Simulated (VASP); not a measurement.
# B2P3 in VASP: a series of runs

B2P3 is run at these levels: PBE; tasks: single point.

All numbers are computed with VASP 6.6.1; they aren't measurements. Logs are shortened: lines on timing, memory, paths and dates and some standing lists are left out, and cuts for length are marked.

## 1. The cell of the first run

The cell holds a disordered packing, 25 atoms: a = 7.015 Å, b = 7.223 Å, c = 7.246 Å, α = 89.15°, β = 90.07°, γ = 88.87°.

## 2. Single point, PBE

INCAR

```
SYSTEM = B2P3
ALGO = Normal
EDIFF = 1E-6
ENCUT = 420
GGA = PE
GGA_COMPAT = .FALSE.
ISIF = 2
ISMEAR = -1
ISYM = -1
LASPH = .TRUE.
LCHARG = .FALSE.
LREAL = Auto
LWAVE = .FALSE.
NBANDS = 70
NELM = 120
PREC = Accurate
SIGMA = 0.1379
```

KPOINTS

```
explicit points
1
Reciprocal
  0.25000000   0.25000000   0.25000000 1
```

POSCAR

```
B2P3
1.0
    7.0141520000      0.0701380000     -0.0048670000
    0.0701380000      7.2226980000      0.0539610000
   -0.0048670000      0.0539610000      7.2453270000
P B
15 10
Direct
    0.4268968657      0.8543536977      0.7329286763
    0.6461609368      0.0238172401      0.7997782106
    0.5979678118      0.4242392210      0.1471981785
    0.1822498284      0.1285589692      0.8448463181
    0.6095645492      0.0323745277      0.4056063707
    0.8186859294      0.9055604146      0.2179464914
    0.8976392464      0.2442732605      0.8818477870
    0.6452136357      0.7031485342      0.5709770804
    0.1669613863      0.7531165470      0.3829114516
    0.9829641922      0.1773134061      0.4207237407
    0.4343964036      0.9199477114      0.1819797656
    0.2297249075      0.3481846830      0.2673920276
    0.9455117168      0.6396509577      0.6553808545
    0.4476652322      0.2650735384      0.9450814509
    0.1579243082      0.5988715964      0.8690688367
    0.6822478681      1.0923216758      1.0527031741
    0.6717312005      0.4429022127      0.8089210976
    0.6432579976      0.3057790269      0.4115677035
    0.5751601006      0.8046466169      0.9421973319
    0.0581439776     -0.0078719239      0.2737982376
    0.8730188875      0.6288821837      0.1279463123
    0.0716302860      0.5599785977      0.1940604778
    0.7031256260      0.5998439305      0.9670987844
    0.2337246084      0.1050654935      0.1428011598
    0.6577656047      0.4419702282      0.5799957945
```

Potentials or basis: VASP PAW PBE potentials, release 64 (P, B).

On the command line:

```console
$ cat potpaw_PBE.64/P/POTCAR potpaw_PBE.64/B/POTCAR > POTCAR
$ mpirun -np 1 vasp_std > vasp.out
```

OUTCAR:

```text
SYSTEM = B2P3
   EDIFF = 1E-6
   ENCUT = 420
   GGA = PE
   ISIF = 2
   ISMEAR = -1
   ISYM = -1
   LASPH = .TRUE.
   LREAL = Auto
   NELM = 120
   PREC = Accurate

 ion  position               nearest neighbor table
   1  0.427  0.854  0.733-  19 1.86   2 2.05   8 2.21   4 2.73  15 2.83
   2  0.646  0.024  0.800-  16 1.92  19 1.95   1 2.05  14 2.46   7 2.48   5 2.87   8 2.87
   3  0.598  0.424  0.147-  23 1.96  18 2.11  14 2.16  21 2.46  17 2.51  16 2.56  12 2.79
   4  0.182  0.129  0.845-   7 2.17  24 2.19  14 2.25   1 2.73
   5  0.610  0.032  0.406-  18 1.99   6 2.20  11 2.21   8 2.65  10 2.84   2 2.87
   6  0.819  0.906  0.218-  20 1.85  16 2.02  21 2.14   5 2.20  11 2.71  10 2.74   9 2.91
   7  0.898  0.244  0.882-   4 2.17  17 2.18  16 2.25   2 2.48
   8  0.645  0.703  0.571-  25 1.89   1 2.21  13 2.23  17 2.54   5 2.65   2 2.87
   9  0.167  0.753  0.383-  20 2.02  22 2.09  13 2.64  11 2.67   6 2.91
  10  0.983  0.177  0.421-  20 1.79  12 2.41  18 2.54   6 2.74   5 2.84
  11  0.434  0.920  0.182-  24 1.94  19 2.17   5 2.21  16 2.35   9 2.67   6 2.71
  12  0.230  0.348  0.267-  22 1.94  24 1.99  10 2.41   3 2.79  14 2.86
  13  0.946  0.640  0.655-  15 2.16   8 2.23  25 2.56   9 2.64
  14  0.448  0.265  0.945-   3 2.16  16 2.18   4 2.25  17 2.27  24 2.38   2 2.46  12 2.86
  15  0.158  0.599  0.869-  13 2.16  22 2.45   1 2.83
  16  0.682  0.092  0.053-   2 1.92   6 2.02  14 2.18   7 2.25  11 2.35   3 2.56
  17  0.672  0.443  0.809-  23 1.64  25 1.66   7 2.18  14 2.27   3 2.51   8 2.54
  18  0.643  0.306  0.412-  25 1.58   5 1.99   3 2.11  10 2.54
  19  0.575  0.805  0.942-  23 1.72   1 1.86   2 1.95  11 2.17
  20  0.058  0.992  0.274-  24 1.76  10 1.79   6 1.85   9 2.02
  21  0.873  0.629  0.128-  22 1.54  23 1.68   6 2.14   3 2.46
  22  0.072  0.560  0.194-  21 1.54  12 1.94   9 2.09  15 2.45
  23  0.703  0.600  0.967-  17 1.64  21 1.68  19 1.72   3 1.96
  24  0.234  0.105  0.143-  20 1.76  11 1.94  12 1.99   4 2.19  14 2.38
  25  0.658  0.442  0.580-  18 1.58  17 1.66   8 1.89  13 2.56

IMPORTANT INFORMATION: All symmetrisations will be switched off!
NOSYMM: (Re-)initialisation of all symmetry stuff for point group C_1.

----------------------------------------------------------------------------------------

                                     Primitive cell

  volume of cell :     367.0000

  direct lattice vectors                    reciprocal lattice vectors
     7.014152000  0.070138000 -0.004867000     0.142582836 -0.001385383  0.000106097
     0.070138000  7.222698000  0.053961000    -0.001385383  0.138473583 -0.001032240
    -0.004867000  0.053961000  7.245327000     0.000106097 -0.001032240  0.138027755

  length of vectors
     7.014504352  7.223240099  7.245529574     0.142589606  0.138484360  0.138031655

  position of ions in fractional coordinates (direct lattice)
     0.426896866  0.854353698  0.732928676
     0.646160937  0.023817240  0.799778211
     0.597967812  0.424239221  0.147198178
     0.182249828  0.128558969  0.844846318
     0.609564549  0.032374528  0.405606371
     0.818685929  0.905560415  0.217946491
[... 17 lines left out ...]
     0.233724608  0.105065493  0.142801160
     0.657765605  0.441970228  0.579995795

  ion indices of the primitive-cell ions
   primitive index   ion index
                 1           1
                 2           2
                 3           3
                 4           4
                 5           5
                 6           6
[... 17 lines left out ...]
                24          24
                25          25

----------------------------------------------------------------------------------------

 KPOINTS: explicit points

Read explicit list of k-points.

 Found      1 k-points:

 Following reciprocal coordinates:
            Coordinates               Weight
  0.250000  0.250000  0.250000      1.000000
   k-points           NKPTS =      1   k-points in BZ     NKDIM =      1   number of bands    NBANDS=     70
   number of dos      NEDOS =    301   number of ions     NIONS =     25
   total plane-waves  NPLWV = 110592
   dimension x,y,z NGX =    48 NGY =   48 NGZ =   48
   dimension x,y,z NGXF=    96 NGYF=   96 NGZF=   96
   ions per type =              15  10
   NGX,Y,Z   is equivalent  to a cutoff of  11.38, 11.05, 11.01 a.u.
   NGXF,Y,Z  is equivalent  to a cutoff of  22.75, 22.09, 22.03 a.u.
 SYSTEM =  B2P3
   PREC   = accura    normal or accurate (medium, high low for compatibility)
   ISTART =      0    job   : 0-new  1-cont  2-samecut
   ICHARG =      2    charge: 1-file 2-atom 10-const
   ISPIN  =      1    spin polarized calculation?
   LNONCOLLINEAR =      F non collinear calculations
   LSORBIT =      F    spin-orbit coupling
   LASPH  =      T    aspherical Exc in radial PAW
   ENCUT  =  420.0 eV  30.87 Ry    5.56 a.u.  11.72 12.07 12.11*2*pi/ulx,y,z
   NELM   =    120;   NELMIN=  2; NELMDL= -5     # of ELM steps
   EDIFF  = 0.1E-05   stopping-criterion for ELM
   LREAL  =      T    real-space projection
   EDIFFG = 0.1E-04   stopping-criterion for IOM
   NSW    =      0    number of steps for IOM
   IBRION =     -1    ionic relax: 0-MD 1-quasi-New 2-CG
   NFREE  =      0    steps in history (QN), initial steepest desc. (CG)
   ISIF   =      2    stress and relaxation
   ISYM   =     -1    0-nonsym 1-usesym 2-fastsym
   POTIM  = 0.5000    time-step for ionic-motion
   TEBEG  =    0.0;   TEEND  =   0.0 temperature during run
   PSTRESS=    0.0 pullay stress
   NELECT =     105.0000    total number of electrons
   NUPDOWN=      -1.0000    fix difference up-down
   EMIN   =  10.00;   EMAX   =-10.00  energy-range for DOS
   EFERMI =   0.00;   METHOD = LEGACY
   ISMEAR =    -1;   SIGMA  =   0.14  broadening in eV -4-tet -1-fermi 0-gaus
   EFERMI_NEDOS =   21; number of points for ismear=-14 and -15
   IALGO  =     38    algorithm
   IMIX   =      4    mixing-type and parameters
     AMIX     =   0.40;   BMIX     =  1.00
     AMIX_MAG =   1.60;   BMIX_MAG =  1.00
  volume/ion in A,a.u.               =      14.68        99.07
  Fermi-wavevector in a.u.,A,eV,Ry     =   1.078738  2.038519 15.832764  1.163675
  Thomas-Fermi vector in A             =   2.214684
   LORBIT       =      0    0 simple, 1 ext, 2 COOP (PROOUT), +10 PAW based schemes
   GGA     = PE    functional components
   LHFCALC =     F    Hartree Fock is set to
   AEXX    =    0.0000 exact exchange contribution
   IVDW    =     0    specifies the selected vdW correction
   LEPSILON=     F    determine dielectric tensor
   LRPA    =     F    only Hartree local field effects (RPA)
 non-spin polarized calculation
  energy-cutoff  :      420.00
  volume of cell :      367.00
 maximum number of plane-waves:      7169
 NGX is ok and might be reduce to    48
   NGX = 23   NGY = 25   NGZ = 25

 number of electron     104.9999997 magnetization

 Free energy of the ion-electron system (eV)
  ---------------------------------------------------
  ext. energy  EPLUGINS =         0.00000000
  ---------------------------------------------------
  free energy    TOTEN  =      -132.05445796 eV

  energy without entropy =     -131.46037259  energy(sigma->0) =     -131.75741527

 E-fermi :   5.8231     XC(G=0): -10.0831

 val. band max:        5.6347044779   @ k =   0.2500   0.2500   0.2500
 cond. band min:       5.8323164812   @ k =   0.2500   0.2500   0.2500
 fundamental gap:      0.1976120033
 Fermi energy:         5.8230636997

 k-point     1 :       0.2500    0.2500    0.2500
  band No.  band energies     occupation
      1     -10.0991      2.00000
      2      -8.8627      2.00000
      3      -8.3744      2.00000
      4      -7.6985      2.00000
      5      -7.1141      2.00000
      6      -6.8267      2.00000
[... 56 lines left out ...]
     63       8.1223      0.00000
     64       8.3811      0.00000
 [bands above 64 left out]

------------------------ aborting loop because EDIFF is reached ----------------------------------------

  FORCE on cell =-STRESS in cart. coord.  units (eV):
  Direction    XX          YY          ZZ          XY          YZ          ZX
  --------------------------------------------------------------------------------------
  -------------------------------------------------------------------------------------
  Total        9.0687226      2.5237807     10.7681936      0.0858417      0.9024728      3.5632469
  in kB       39.5904709     11.0178327     47.0096918      0.3747510      3.9398407     15.5557325
  external PRESSURE =      32.5393318 kB  Pullay stress =       0.0000000 kB

 VOLUME and BASIS-vectors are now :
 -----------------------------------------------------------------------------
  energy-cutoff  :      420.00
  volume of cell :      367.00
      direct lattice vectors                 reciprocal lattice vectors
     7.014152000  0.070138000 -0.004867000     0.142582836 -0.001385383  0.000106097
     0.070138000  7.222698000  0.053961000    -0.001385383  0.138473583 -0.001032240
    -0.004867000  0.053961000  7.245327000     0.000106097 -0.001032240  0.138027755

 POSITION                                       TOTAL-FORCE (eV/Angst)
 -----------------------------------------------------------------------------------
      3.05068      6.24023      5.35433        -3.873852     -1.544024     -0.748357
      4.53005      0.26050      5.79280         2.713483      2.027466     -0.849655
      4.22328      3.11404      1.08648         0.230552     -0.849438      1.779830
      1.28323      0.98691      6.12724        -0.288290     -0.738692      0.533001
      4.27588      0.29847      2.93753         0.276302     -0.292050      0.354214
      5.80484      6.60977      1.62397         0.242758     -0.232221     -1.031706
[... 17 lines left out ...]
      1.64605      0.78295      1.03917        -0.931322     -0.281407     -1.156462
      4.64184      3.26965      4.22291        -0.140659      0.055036      1.131147
 -----------------------------------------------------------------------------------
    total drift:                               -0.000351     -0.001310     -0.000150

  FREE ENERGIE OF THE ION-ELECTRON SYSTEM (eV)
  ---------------------------------------------------
  free  energy   TOTEN  =      -132.0544579583 eV

  energy  without entropy=     -131.4603725873  energy(sigma->0) =     -131.75741527
```

It took 66 s on 1 thread of Intel Xeon 8259CL, shared host; peak memory 0.32 GiB.

What came out:

* Free energy: -132.0545 eV
* Pressure: 3.3 GPa
* Largest force: 4.237 eV/Å
* Band gap on the k mesh: zero (an odd number of electrons rules out a gap without spin polarisation)

Forces on the atoms (eV/Å):
```
P   -3.874 -1.544 -0.748
P    2.713  2.027 -0.850
P    0.231 -0.849  1.780
P   -0.288 -0.739  0.533
P    0.276 -0.292  0.354
P    0.243 -0.232 -1.032
P   -0.874  0.419  0.159
P    0.275  0.991 -0.644
P   -0.010  0.022 -0.220
P   -0.021  2.806  1.293
P   -0.608 -0.281 -0.123
P   -1.079 -0.550  0.733
P    0.427 -0.009 -1.278
P    0.928  0.583 -1.135
P   -0.201 -0.309  0.926
B    0.819  0.098  0.622
B    0.280 -0.994 -0.734
B    0.818 -1.024 -2.510
B   -0.415 -0.272  2.371
B    1.321 -1.479 -0.153
B   -2.186  1.307 -0.885
B    2.901 -0.494  0.531
B   -0.604  1.041  1.033
B   -0.931 -0.281 -1.156
B   -0.141  0.055  1.131
```

Levels at points of the mesh, in eV from the Fermi level:
```csv
k point,band 49,band 50,band 51,band 52,band 53,band 54,band 55,band 56
"(0.25, 0.25, 0.25)",-0.92,-0.74,-0.36,-0.19,0.01,0.13,0.61,0.98
```

Caveat: the atoms stand as in a frame of molecular dynamics; an odd number of electrons without spin polarisation forces a metal; a magnetic or distorted state may lie lower.

## 3. Single point, PBE

INCAR

```
SYSTEM = B2P3
ALGO = Normal
EDIFF = 1E-6
ENCUT = 420
GGA = PE
GGA_COMPAT = .False.
ISIF = 2
ISMEAR = -1
ISYM = -1
LASPH = .True.
LCHARG = .False.
LREAL = Auto
LWAVE = .False.
NBANDS = 70
NELM = 120
PREC = Accurate
SIGMA = 0.1379
```

KPOINTS is that of step 2.

POSCAR

```
B2P3
1.0
    7.0141520000      0.0701380000     -0.0048670000
    0.0701380000      7.2226980000      0.0539610000
   -0.0048670000      0.0539610000      7.2453270000
P B
15 10
Direct
    0.3401265368      0.7539223125      0.7497086044
    0.6172608401     -0.0554402509      0.8773141392
    0.6224044759      0.3715796814      0.2357623654
    0.1171674749      0.0449723719      0.8513972523
    0.6210248499      0.0123013906      0.3937719764
    0.8970163204      0.9444579914      0.2237954037
    0.8290657106      0.2645825828      0.8529289185
    0.5886178166      0.6970974257      0.5541102187
    0.1330510712      0.7439329159      0.4689549824
    1.0814278088      0.2242405088      0.4821879077
    0.4069601031      0.9571295470      0.1699554771
    0.1720135074      0.3617925905      0.2038823782
    0.8865828969      0.6581076176      0.5971956619
    0.3494828699      0.2439218180      0.8504539088
    0.1948743491      0.4878039808      0.8234848562
    0.7319069098      1.1220297904      1.0602507439
    0.7010719874      0.4864565954      0.8604016676
    0.8031264255      0.3427121205      0.4187315117
    0.4461118493      0.7496553998      1.0138998656
    0.1258202306     -0.0172825014      0.3840275184
    0.8614011915      0.6969455081      0.0974428846
    0.0360881732      0.5561948929      0.0742407911
    0.6452288065      0.6345157739      1.0227225387
    0.2150450659      0.1302784005      0.1036049403
    0.7097415171      0.4290791522      0.6274163708
```

Potentials or basis: VASP PAW PBE potentials, release 64 (P, B).

On the command line:

```console
$ cat potpaw_PBE.64/P/POTCAR potpaw_PBE.64/B/POTCAR > POTCAR
$ mpirun -np 1 vasp_std > vasp.out
```

Wall time 79 s (1 thread of Intel Xeon 8259CL, shared host); peak memory 0.32 GiB.

The run converged. Its results:

- Free energy: -133.8794 eV
- Pressure: 0.1 GPa
- Largest force: 3.593 eV/Å
- Band gap on the k mesh: zero (an odd number of electrons rules out a gap without spin polarisation)

Forces on the atoms (eV/Å):
```
P   -0.886  0.348  0.253
P    0.308  0.698  0.870
P   -0.225 -1.133 -2.171
P    0.241  0.668  0.686
P    0.332 -0.907 -0.227
P   -1.408 -0.102 -0.857
P    1.043 -0.852  0.544
P   -0.727  0.388 -0.866
P    2.259 -0.426  0.254
P   -0.862  1.606 -0.764
P   -0.841 -0.231  1.008
P   -0.448  0.200  1.775
P   -0.936 -1.287  1.412
P    1.230 -1.510  0.049
P   -2.516  1.959  0.539
B   -0.048  0.432  0.766
B    0.158  0.596 -1.126
B    0.856 -0.383  2.598
B   -0.231  1.210 -0.425
B   -1.038  0.742 -1.885
B   -0.560  1.215  0.778
B    2.379 -2.435 -1.147
B    0.450 -1.120  0.482
B    0.534 -0.145 -2.296
B    0.934  0.468 -0.247
```

Stress tensor (GPa, compression positive):
```
 0.52 -0.45 -0.60
-0.45 -0.61 -3.59
-0.60 -3.59  0.37
```

Levels at points of the mesh, in eV from the Fermi level:
| k point | band 50 | band 51 | band 52 | band 53 | band 54 | band 55 | band 56 | band 57 |
| --- | --- | --- | --- | --- | --- | --- | --- | --- |
| (0.25, 0.25, 0.25) | -0.93 | -0.49 | -0.25 | -0.06 | 0.43 | 0.59 | 0.66 | 1.31 |

Caveat: the atoms stand as in a frame of molecular dynamics; an odd number of electrons without spin polarisation forces a metal; a magnetic or distorted state may lie lower.

## 4. Single point, PBE

INCAR

```
SYSTEM = B2P3
PREC = Accurate
ENCUT = 420
EDIFF = 1E-6
ISMEAR = -1
SIGMA = 0.1379
LREAL = Auto
LASPH = .TRUE.
NELM = 120
ALGO = Normal
ISIF = 2
LWAVE = .FALSE.
LCHARG = .FALSE.
GGA = PE
ISYM = -1
NBANDS = 70
GGA_COMPAT = .FALSE.
```

KPOINTS is that of step 3.

POSCAR

```
B2P3
1.0
    7.0141520000      0.0701380000     -0.0048670000
    0.0701380000      7.2226980000      0.0539610000
   -0.0048670000      0.0539610000      7.2453270000
P B
15 10
Direct
    0.3170751717      0.7709887506      0.6519537187
    0.6340683026     -0.0259142673      0.8867634781
    0.6099954824      0.3178109093      0.2399124917
    0.0844967058      0.0453229762      0.8320527938
    0.5947306890     -0.0009345624      0.3842004625
    0.8259444721      0.8648872133      0.1837949747
    0.8961339795      0.2610944130      0.9255362206
    0.5572411249      0.6929121491      0.4843688711
    0.0973554431      0.7053478913      0.4402231330
    1.0075823725      0.1874154478      0.4117234154
    0.3034388724      0.9442368226      0.1490149270
    0.1983520396      0.3514106005      0.1646993865
    0.8474476131      0.5601327915      0.6040608246
    0.3292740868      0.1893619628      0.6969311966
    0.1987505765      0.4913876265      0.7615982759
    0.7325601845      1.1103527102      1.0919255443
    0.6735275552      0.5434892856      0.8284158649
    0.7529226942      0.2820970334      0.4727642019
    0.4720778784      0.7340490159      1.0685688284
    0.0746304509     -0.0518452598      0.2952544238
    0.8422001724      0.6233872380      0.0006487477
    0.0139894483      0.4714990217      0.0129680176
    0.6008324298      0.5310951882      1.0336847218
    0.2559978803      0.1556815252      0.0131980532
    0.6943815178      0.3050504431      0.7162810910
```

On the command line:

```console
$ cat potpaw_PBE.64/P/POTCAR potpaw_PBE.64/B/POTCAR > POTCAR
$ mpirun -np 1 vasp_std > vasp.out
```

Wall time 90 s (1 thread of Intel Xeon 8259CL, shared host); peak memory 0.32 GiB.

The run converged. Its results:

```
Free energy            : -134.4909 eV
Pressure               : -3.3 GPa
Largest force          : 3.509 eV/Å
Band gap on the k mesh : zero (an odd number of electrons rules out a gap without spin polarisation)
```

Forces in eV/Å, atoms in the order of the input:
```
P   -0.818 -0.857  1.015
P   -1.160 -0.885  0.451
P    0.280  0.590 -2.135
P    0.390 -0.025 -0.004
P   -0.215 -1.934 -0.296
P    0.168  0.817 -0.707
P   -1.931 -1.156 -1.129
P    0.674  0.076 -0.215
P    0.235  1.043  0.284
P    1.922 -0.055 -0.612
P    1.055 -1.972  0.675
P   -0.400  0.500  1.795
P   -0.313 -0.222  0.112
P    0.304  0.953  1.146
P   -1.384 -0.412  0.295
B    0.119  0.826 -0.962
B    1.099 -1.675 -2.332
B    0.192  0.650  1.011
B    0.334  1.236 -0.914
B   -0.912 -1.188  1.145
B   -1.669  1.299  1.156
B    1.805  0.538 -1.039
B   -1.222  1.217  3.055
B    0.536 -1.063 -1.569
B    0.909  1.698 -0.223
```

Stress tensor (GPa, compression positive):
```
-2.59 -0.02  1.19
-0.02 -6.20 -4.21
 1.19 -4.21 -1.06
```

Levels at points of the mesh, in eV from the Fermi level:
| k point | band 49 | band 50 | band 51 | band 52 | band 53 | band 54 | band 55 | band 56 | band 57 | band 58 |
| --- | --- | --- | --- | --- | --- | --- | --- | --- | --- | --- |
| (0.25, 0.25, 0.25) | -0.91 | -0.73 | -0.45 | -0.29 | -0.07 | 0.56 | 0.64 | 0.72 | 0.99 | 1.24 |

Caveat: the atoms stand as in a frame of molecular dynamics; an odd number of electrons without spin polarisation forces a metal; a magnetic or distorted state may lie lower.

(Continued in part 2 of 2.)

The gap in the log of VASP goes by the Fermi energy; the results here count the filled bands.